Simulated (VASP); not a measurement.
# NiO: single point with PBE+U

The system is NiO.

```
CELL_PARAMETERS angstrom
-2.09695 -4.19390 -2.09695
-2.09695 0.00000 -2.09695
2.09695 0.00000 -2.09695
ATOMIC_POSITIONS crystal
Ni 0.00000 0.00000 0.00000
Ni 0.50000 0.00000 0.50000
O 0.00000 0.50000 0.50000
O 0.50000 0.50000 0.00000
```

```yaml
Program: VASP 6.6.1
Task: single point
Functional: PBE
Potentials_or_basis: VASP PAW PBE potentials, release 64 (Ni, O)
Cutoff: 520 eV
k_mesh: 5 × 8 × 7
Occupations: fermi-dirac, width 0.03 eV
Spin: collinear spin, ferromagnetic start
Starting_moments: "[1.82, 1.82, 0.31, 0.31] μB"
Hubbard_terms: Ni d U = 2.9 eV
Dipole_correction: no
Further_INCAR_settings: ALGO = Normal; EDIFF = 1e-06; NBANDS = 28; ISYM = 0
```

- Pressure: 3.3 GPa
- Band gap on the k mesh: 0.83 eV
- Net moment: 4.00 μB per cell
- Site moments: Ni +1.71; O +0.26 μB
- Valence electrons inside the program's atomic spheres: Ni 8.95; O 5.01

Levels at points of the mesh, in eV from the valence-band top:
Spin up:
```tsv
k point	band 15	band 16	band 17	band 18	band 19	band 20	band 21	band 22
(0.00, 0.00, 0.00)	-2.88	-2.14	-2.14	-2.14	2.05	6.47	11.18	11.90
(0.00, 0.50, 0.00)	0.00	0.00	0.00	0.00	6.12	6.12	10.44	10.44
```
Spin down:
```csv
k point,band 12,band 13,band 14,band 15,band 16,band 17
"(0.00, 0.00, 0.00)",-1.65,-1.65,-1.65,0.83,0.83,1.26
"(0.00, 0.50, 0.00)",-1.73,-1.37,-1.37,3.41,3.41,3.41
```

Eigenvalues of the final occupation matrices:
| site | spin | trace | eigenvalues |
| --- | --- | --- | --- |
| site 1 d | 1 | 4.96 | 0.97 0.97 0.97 1.02 1.02 |
| site 1 d | 2 | 3.27 | 0.18 0.18 0.97 0.97 0.97 |
| site 2 d | 1 | 4.96 | 0.97 0.97 0.97 1.02 1.02 |
| site 2 d | 2 | 3.27 | 0.18 0.18 0.97 0.97 0.97 |

Wall time 2.1 min on 1 thread of AMD EPYC 9R45 96-Core Processor (Zen 5), with other jobs on the host, peak memory 0.29 GiB.

Caveat: the cell stands under pressure. The state reached can hang on the start; a lower one may exist.
